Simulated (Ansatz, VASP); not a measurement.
**One calculation of BaTiO3, two programs**

File INCAR:

```
SYSTEM = BaTiO3
PREC     = Accurate       ! precision mode
ENCUT    = 520            ! plane-wave cutoff, eV
EDIFF    = 1E-6           ! SCF threshold, eV
ISMEAR   = 0              ! smearing method
SIGMA    = 0.01           ! smearing width, eV
LREAL    = .False.        ! projectors in reciprocal space
LASPH    = .True.         ! aspherical terms in the spheres
NELM     = 150            ! most SCF steps
ALGO     = Normal         ! electronic algorithm
ISIF     = 2              ! what is computed and relaxed
LWAVE    = .False.        ! write WAVECAR
LCHARG   = .False.        ! write CHGCAR
LMAXMIX  = 4              ! l up to which the mixer works
LDAU     = .True.         ! DFT+U
LDAUTYPE = 2            
LDAUL    = -1 2 -1        ! shell
LDAUU    = 0 6 0          ! U, eV
LDAUJ    = 0 0 0        
LDAUPRINT= 1            
GGA      = PS             ! functional
NBANDS   = 28             ! bands
```

The input KPOINTS:

```
Automatic mesh
0
Gamma
  6 6 6
  0 0 0
```

The input POSCAR:

```
BaTiO3
1.0
    3.9855000000      0.0000000000      0.0000000000
    0.0000000000      2.8369000000      2.8451500000
    0.0000000000     -2.8369000000      2.8451500000
Ba Ti O
1 1 3
Direct
    0.0000000000      0.0000000000      0.0000000000
    0.5000000000      0.5124000000      0.5124000000
    0.0000000000      0.4874000000      0.4874000000
    0.5000000000      0.5052400000      0.9918400000
    0.5000000000      0.9918400000      0.5052400000
```

Input for Ansatz:

```yaml
crystal:
  lattice:
    - [3.9855, 0.0, 0.0]
    - [0.0, 2.8369, 2.84515]
    - [0.0, -2.8369, 2.84515]
  atoms:
    - { symbol: Ba, position: [0.0, 0.0, 0.0] }
    - { symbol: Ti, position: [0.5, 0.5124, 0.5124] }
    - { symbol: O, position: [0.0, 0.4874, 0.4874] }
    - { symbol: O, position: [0.5, 0.50524, 0.99184] }
    - { symbol: O, position: [0.5, 0.99184, 0.50524] }
basis:
  ecutwfc: 550.0
kpoints:
  mp_grid:
    grid: [6, 6, 6]
hamiltonian:
  xc: pbesol
  hubbard:
    - { species: Ti, l: d, u_eff: 6.0 }
scf:
  occupations:
    method: fixed
output:
  eigenvalues: true
```

Alike in both runs: task single point; functional PBEsol; k mesh 6 × 6 × 6; no spin polarisation; Hubbard terms Ti d U = 6.0 eV.

|  | VASP | Ansatz |
| --- | --- | --- |
| version | VASP 6.6.1 | Ansatz 0.2.0 |
| potentials or method | VASP PAW PBE potentials, release 64 (Ba_sv, Ti_sv, O), cutoff 520 eV | plane waves, PAW |
| occupations | gaussian, width 0.01 eV | fixed |
| valence electrons in the cell | 40 | 40 |

|  | VASP | Ansatz | Ansatz less VASP |
| --- | --- | --- | --- |
| gap on the k mesh at the Fermi level (eV) | 2.52 | 2.58 | +0.069 |

VASP's potentials were made for PBE, not for PBEsol. The programs project onto different local orbitals, so the same U acts differently, and such runs can settle in different states.

Spin-orbit coupling is off throughout.
